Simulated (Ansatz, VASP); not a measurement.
P in VASP and in Ansatz

INCAR

```
  PREC = Accurate
  ENCUT = 520
  EDIFF = 1E-6
  ISMEAR = -1
  SIGMA = 0.03
  LREAL = False
  LASPH = True
  NELM = 60
  ALGO = Normal
  ISIF = 2
  LWAVE = False
  LCHARG = False
  GGA = PE
  NBANDS = 8
```

Contents of KPOINTS:

```
Automatic mesh
0
Gamma
  8 8 8
```

POSCAR

```
P
1.0
    4.2729048574      0.0000000000      0.0000000000
    0.0000000000      4.2729048574      0.0000000000
    0.0000000000      0.0000000000      4.3780000000
P
1
Direct
    0.0000000000      0.0000000000      0.0000000000
```

Input for Ansatz:

```yaml
crystal:
  lattice:
    - [4.2729048574, 0.0, 0.0]
    - [0.0, 4.2729048574, 0.0]
    - [0.0, 0.0, 4.378]
  atoms:
    - { symbol: P, position: [0.0, 0.0, 0.0] }
kpoints:
  mp_grid: { grid: [8, 8, 8] }
  band_path:
    path:
      - [0.0, 0.0, 0.0]
      - [0.0, 0.5, 0.0]
      - [0.5, 0.5, 0.0]
      - [0.0, 0.0, 0.0]
      - [0.0, 0.0, 0.5]
      - [0.0, 0.5, 0.5]
      - [0.5, 0.5, 0.5]
      - [0.0, 0.0, 0.5]
      - [0.0, 0.5, 0.0]
    npoints: 8
scf:
  occupations: { method: fermi_dirac, width: 0.03 }
hamiltonian:
  xc: pbe
  pseudopotentials: { kind: all_electron, lapw: { basis_error: 0.00025 } }
output:
  forces: true
  stress: true
  eigenvalues: true
  fatbands: true
  populations: true
  dos: { projected: true, de: 0.2, e_range: [-14, 8] }
```

Alike in both runs: task single point; functional PBE; k mesh 8 × 8 × 8; occupations fermi-dirac, width 0.03 eV; no spin polarisation.

```csv
,VASP,Ansatz
version,VASP 6.6.1,Ansatz 0.2.0
potentials or method,"VASP PAW PBE potentials, release 64 (P), cutoff 520 eV","all-electron LAPW, scalar-relativistic"
```

|  | VASP | Ansatz | Ansatz less VASP |
| --- | --- | --- | --- |
| pressure (GPa) | -3.6 | -3.6 | 0.00 |
| traceless stress, the component that is largest in VASP (GPa) | 0.24 | 0.24 | 0.000 |

Ansatz ran all-electron here, and VASP with PAW potentials.
